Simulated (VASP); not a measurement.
Here is a VASP 6.6.1 calculation.

INCAR

```
ALGO = Normal
EDIFF = 1E-6
ENCUT = 520
GGA = PE
ISIF = 2
ISMEAR = -1
LASPH = T
LCHARG = F
LREAL = F
LWAVE = F
NBANDS = 21
NELM = 100
PREC = Accurate
SIGMA = 0.05
```

KPOINTS

```
k-points
0
Gamma
  11 11 4
```

Contents of POSCAR:

```
B2O
1.0
    2.8790000000      0.0000000000      0.0000000000
   -1.4395000000      2.4932871375      0.0000000000
    0.0000000000      0.0000000000      7.0520000000
O B
2 4
Direct
    0.3333333333      0.6666666667      0.6940000000
    0.6666666667      0.3333333333      0.3060000000
    0.3333333333      0.6666666667      0.9770000000
    0.6666666667      0.3333333333      0.0230000000
    0.0000000000      0.0000000000      0.6200000000
    0.0000000000      0.0000000000      0.3800000000
```

Potentials or basis: VASP PAW PBE potentials, release 64 (O, B).

Command:

```bash
$ cat potpaw_PBE.64/O/POTCAR potpaw_PBE.64/B/POTCAR > POTCAR
$ mpirun -np 1 vasp_std > vasp.out
```

What does it give for the band gap on the k mesh?

Zero (band 12 reaches 6.77 eV, above the bottom of band 13 at 5.58 eV).

Predict the largest force.

0.153 eV/Å.

Stress tensor (GPa, compression positive):
```
-28.53   0.00   0.00
  0.00 -28.53   0.00
  0.00   0.00  -0.52
```
